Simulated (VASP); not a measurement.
Wanted: the native input for a VASP 6.6.1 run.

```yaml
Task: relaxation of cell and atoms
Functional: PBEsol
Potentials_or_basis: VASP PAW PBE potentials, release 64 (Ni, O)
Cutoff: 600 eV
k_mesh: 9 × 9 × 9
Occupations: fermi-dirac, width 0.02 eV
Spin: collinear spin, ferromagnetic start
Starting_moments: "[2.0, 0.0] μB"
Hubbard_terms: Ni d U = 6.2 eV
Dipole_correction: no
Further_INCAR_settings: ALGO = Normal; EDIFF = 1e-07; IBRION = 2; EDIFFG = -0.01; NSW = 80; ISIF = 3
```

The structure of NiO lies in POSCAR:

```
NiO
1.0
    0.0000000000      2.0859016414      2.0859016414
    2.0859016414      0.0000000000      2.0859016414
    2.0859016414      2.0859016414      0.0000000000
Ni O
1 1
Direct
    0.0000000000      0.0000000000      0.0000000000
    0.5000000000      0.5000000000      0.5000000000
```

These files were run (other wordings do the same):

INCAR

```
PREC = Accurate ; ENCUT = 600
EDIFF = 1E-7 ; ISMEAR = -1
SIGMA = 0.02 ; LREAL = False
LASPH = True ; NELM = 200
ALGO = Normal ; ISIF = 3
LWAVE = False ; LCHARG = False
ISPIN = 2 ; MAGMOM = 2 0
LORBIT = 11 ; LMAXMIX = 4
LDAU = True ; LDAUTYPE = 2
LDAUL = 2 -1 ; LDAUU = 6.2 0
LDAUJ = 0 0 ; LDAUPRINT = 1
GGA = PS ; IBRION = 2
NSW = 80 ; EDIFFG = -0.01
GGA_COMPAT = False ; NELMIN = 4
```

KPOINTS

```
regular mesh
0
Gamma
  9 9 9
```

Potentials or basis: VASP PAW PBE potentials, release 64 (Ni, O).

Run with:

```console
$ cat potpaw_PBE.64/Ni/POTCAR potpaw_PBE.64/O/POTCAR > POTCAR
$ mpirun -np 1 vasp_std > vasp.out
```

It gave:

```yaml
Relaxed_volume: 8.75 Å³/atom
Relaxed_cell: a = 2.914 Å, b = 2.914 Å, c = 2.914 Å, α = 60.00°, β = 60.00°, γ = 60.00°
Space_group_after_relaxing_to_0.1_Å: Fm-3m (No. 225)
Energy_gained_by_relaxing: 7.6 meV/atom
Ionic_steps: 3
Pressure_after_relaxing: 0.0 GPa
Band_gap_on_the_k_mesh: 2.24 eV (least direct gap 3.00 eV)
Net_moment: 2.00 μB per cell
Site_moments: Ni +1.81; O +0.19 μB
Valence_electrons_inside_the_program's_atomic_spheres: Ni 9.10; O 5.02
```

Caveat: the PAW data sets were made with another functional, which shifts forces and pressure a little; an odd mesh through Γ misses points on the zone boundary, where band edges can lie; a cell with one magnetic atom can't hold antiferromagnetic order, which such compounds often take.

Wall time 27 s on 1 thread of Intel(R) Xeon(R) Platinum 8559C (Emerald Rapids), with other jobs on the host, peak memory 0.16 GiB.
